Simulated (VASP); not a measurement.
The system is Si.

```
Si
1.0
     3.83132    0.00000    0.00000
    -1.91566    3.31802    0.00000
     0.00000    0.00000    6.33262
Si
4
Direct
  0.66667 0.33333 0.93699
  0.33333 0.66667 0.43699
  0.66667 0.33333 0.56301
  0.33333 0.66667 0.06301
```

```yaml
Program: VASP 6.6.1
Task: relaxation of cell and atoms
Functional: revPBE
Dispersion: D3(BJ)
Potentials_or_basis: VASP PAW PBE potentials, release 64 (Si)
Cutoff: 600 eV
k_mesh: 8 × 8 × 4
Occupations: fermi-dirac, width 0.05 eV
Spin: no spin polarisation
```

At the start: pressure -2.5 GPa; volume 20.13 Å³/atom.

Task: How do energy, volume and symmetry change on relaxing?

Result: Over 5 steps the energy falls by 4.4 meV/atom and the volume is 19.58 Å³/atom (-2.7 %); space group P6_3/mmc (No. 194, to 0.05 Å).

Step by step:
```tsv
step	energy change (eV)	largest force (eV/Å)	pressure (GPa)	volume (Å³)
1	0.0000	0.0019	-2.45	80.50
2	-0.0109	0.0248	1.67	76.96
3	-0.0176	0.0160	0.01	78.28
4	-0.0176	0.0157	-0.04	78.32
5	-0.0176	0.0006	-0.04	78.32
```

Final structure:
```yaml
crystal:
  lattice:
    - [3.79568, 0.00000, 0.00000]
    - [-1.89784, 3.28716, 0.00000]
    - [0.00000, 0.00000, 6.27683]
  atoms:
    - { symbol: Si, position: [0.66667, 0.33333, 0.93687] }
    - { symbol: Si, position: [0.33333, 0.66667, 0.43687] }
    - { symbol: Si, position: [0.66667, 0.33333, 0.56313] }
    - { symbol: Si, position: [0.33333, 0.66667, 0.06313] }
```

Caveat: the PAW data sets were made with another functional, which shifts forces and pressure a little.
